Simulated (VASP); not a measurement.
# SiC (Moissanite 3C) (F-43m) in VASP: further runs, part 2 of 2

VASP 6.6.1. Earlier steps stand in the parts before.

## 3. Single point, RPBE

This run uses another cell than the first one, of 10.97 Å³/atom, 1.019 times its volume.

File INCAR:

```
PREC     = Accurate       # precision mode
ENCUT    = 600            # plane-wave cutoff, eV
EDIFF    = 1E-6           # SCF threshold, eV
ISMEAR   = -1             # smearing method
SIGMA    = 0.05           # smearing width, eV
LREAL    = F              # projectors in reciprocal space
LASPH    = T              # aspherical terms in the spheres
NELM     = 120            # most SCF steps
ALGO     = Normal         # electronic algorithm
ISIF     = 2              # what is computed and relaxed
LWAVE    = F              # write WAVECAR
LCHARG   = F              # write CHGCAR
GGA      = RP             # functional
NBANDS   = 11             # bands
GGA_COMPAT= F
```

File KPOINTS:

```
regular mesh
0
Gamma
  10 10 10
```

File POSCAR:

```
SiC
1.0
    0.0000000000      2.2217363401      2.2217363401
    2.2217363401      0.0000000000      2.2217363401
    2.2217363401      2.2217363401      0.0000000000
Si C
1 1
Direct
    0.0000000000      0.0000000000      0.0000000000
    0.7500000000      0.7500000000      0.7500000000
```

Potentials or basis: VASP PAW PBE potentials, release 64 (Si, C).

On the command line:

```sh
cat potpaw_PBE.64/Si/POTCAR potpaw_PBE.64/C/POTCAR > POTCAR
mpirun -np 1 vasp_std > vasp.out
```

OUTCAR:

```text
PREC = Accurate
   ENCUT = 600
   EDIFF = 1E-6
   ISMEAR = -1
   LREAL = F
   LASPH = T
   NELM = 120
   ISIF = 2
   GGA = RP

 ion  position               nearest neighbor table
   1  0.000  0.000  0.000-   2 1.92   2 1.92   2 1.92   2 1.92
   2  0.750  0.750  0.750-   1 1.92   1 1.92   1 1.92   1 1.92

  LATTYP: Found a face centered cubic cell.
 ALAT       =     4.4434726802

  Lattice vectors:

[... 510 lines left out ...]
      2       2.0350      2.00000
      3       4.5302      2.00000
      4       5.0286      2.00000
      5      10.3989      0.00000
      6      12.9937      0.00000
      7      18.6255      0.00000
      8      18.9933      0.00000
      9      20.7412      0.00000
     10      25.0651      0.00000
     11      27.9515      0.00000

 [... further k-points ...]
[... 5 lines left out ...]
  --------------------------------------------------------------------------------------
  -------------------------------------------------------------------------------------
  Total       -0.8293086     -0.8293086     -0.8293086     -0.0000000     -0.0000000      0.0000000
  in kB      -60.5785966    -60.5785966    -60.5785966     -0.0000000     -0.0000000      0.0000000
  external PRESSURE =     -60.5785966 kB  Pullay stress =       0.0000000 kB

 VOLUME and BASIS-vectors are now :
 -----------------------------------------------------------------------------
  energy-cutoff  :      600.00
  volume of cell :       21.93
      direct lattice vectors                 reciprocal lattice vectors
     0.000000000  2.221736340  2.221736340    -0.225049206  0.225049206  0.225049206
     2.221736340  0.000000000  2.221736340     0.225049206 -0.225049206  0.225049206
     2.221736340  2.221736340  0.000000000     0.225049206  0.225049206 -0.225049206

 POSITION                                       TOTAL-FORCE (eV/Angst)
 -----------------------------------------------------------------------------------
      0.00000      0.00000      0.00000        -0.000000     -0.000000     -0.000000
      3.33260      3.33260      3.33260         0.000000      0.000000      0.000000
 -----------------------------------------------------------------------------------
    total drift:                                0.000000      0.000000      0.000000

  FREE ENERGIE OF THE ION-ELECTRON SYSTEM (eV)
  ---------------------------------------------------
  free  energy   TOTEN  =       -14.3141060441 eV

  energy  without entropy=      -14.3141060349  energy(sigma->0) =      -14.31410604
```

stdout:

```text
POSCAR found type information on POSCAR SiC
 POSCAR found :  2 types and       2 ions
 scaLAPACK will be used
 -----------------------------------------------------------------------------
|                                                                             |
|                                                                             |
|     You enforced a specific xc type in the INCAR file but a different       |
|     I HOPE YOU KNOW WHAT YOU ARE DOING!                                     |
|                                                                             |
 -----------------------------------------------------------------------------

 LDA part: xc-table for (Slater+PW92), standard interpolation
 POSCAR, INCAR and KPOINTS ok, starting setup
 FFT: planning ... GRIDC
 FFT: planning ... GRID_SOFT
 FFT: planning ... GRID
 WAVECAR not read
 entering main loop
```

It took 11 s on 1 thread of Intel Xeon 6975P-C, shared host; peak memory 0.16 GiB.

Results:

```
Free energy            : -14.3141 eV
Pressure               : -6.1 GPa
Band gap on the k mesh : 1.42 eV, indirect (least direct gap 4.48 eV)
```

Caveat: the PAW data sets were made with another functional, which shifts forces and pressure a little. A k mesh can miss the band edges.

## 4. Single point, revPBE+D3(BJ)

INCAR: that of step 3 with these lines changed.

```diff
@@ -12,3 +12,4 @@
 LCHARG   = F              # write CHGCAR
-GGA      = RP             # functional
+GGA      = RE             # functional
+IVDW     = 12             # dispersion correction
 NBANDS   = 11             # bands
```

File KPOINTS:

```
Automatic mesh
0
Gamma
  10 10 10
```

File POSCAR:

```
SiC
1.0
    0.0000000000      2.2076743409      2.2076743409
    2.2076743409      0.0000000000      2.2076743409
    2.2076743409      2.2076743409      0.0000000000
Si C
1 1
Direct
    0.0000000000      0.0000000000      0.0000000000
    0.7500000000      0.7500000000      0.7500000000
```

On the command line:

```sh
cat potpaw_PBE.64/Si/POTCAR potpaw_PBE.64/C/POTCAR > POTCAR
mpirun -np 1 vasp_std > vasp.out
```

It took 10 s on 1 thread of Intel Xeon 6975P-C, shared host; peak memory 0.17 GiB.

It converged, with:

| Property | Result |
| --- | --- |
| Free energy | -15.6031 eV |
| Pressure | -11.8 GPa |
| Band gap on the k mesh | 1.40 eV, indirect (least direct gap 4.50 eV) |
| Dispersion energy per atom | -0.577 eV |

Levels at points of the mesh, in eV from the valence-band top:
```tsv
k point	band 1	band 2	band 3	band 4	band 5	band 6	band 7	band 8	band 9
(0.00, 0.00, 0.00)	-15.11	0.00	0.00	0.00	5.79	7.08	7.08	7.08	14.23
(0.50, 0.00, 0.00)	-11.71	-8.31	-1.04	-1.04	5.11	7.08	7.08	9.88	15.84
(0.50, 0.50, 0.00)	-10.31	-7.65	-3.10	-3.10	1.40	4.23	13.64	13.64	14.37
```

Caveat: the PAW data sets were made with another functional, which shifts forces and pressure a little. A k mesh can miss the band edges.

## 5. Summary

```csv
level,cell,gap on the mesh (eV),pressure (GPa)
RPBE,"a = 3.122 Å, angles 60.0°, 2 atoms",1.40,-2.5
RPBE,"a = 3.142 Å, angles 60.0°, 2 atoms",1.42,-6.1
revPBE+D3(BJ),"a = 3.122 Å, angles 60.0°, 2 atoms",1.40,-11.8
```

Alike in all rows: task single point; potentials or basis VASP PAW PBE potentials, release 64 (Si, C); no spin polarisation; k mesh 10 × 10 × 10; cutoff (eV) 600; smearing fermi-dirac 0.05 eV.

Caveats: the PAW data sets were made with another functional, which shifts forces and pressure a little.

Total energies depend on the potentials used, so only differences within one code and one set of settings carry meaning.

## 6. Comparison with measurements

Step 2. A measured gap of SiC is 2.4 eV (indirect; quoted in “Insight into the structural, elastic and electronic properties of a new orthorhombic 6O-SiC polytype”, 2020, pmc:7200658); the calculated 1.40 eV misses it by -1.00 eV. The value is that of RPBE on a finite k mesh, which can miss the band edges, without temperature or zero-point motion. Semilocal functionals fall short of measured gaps as a rule.
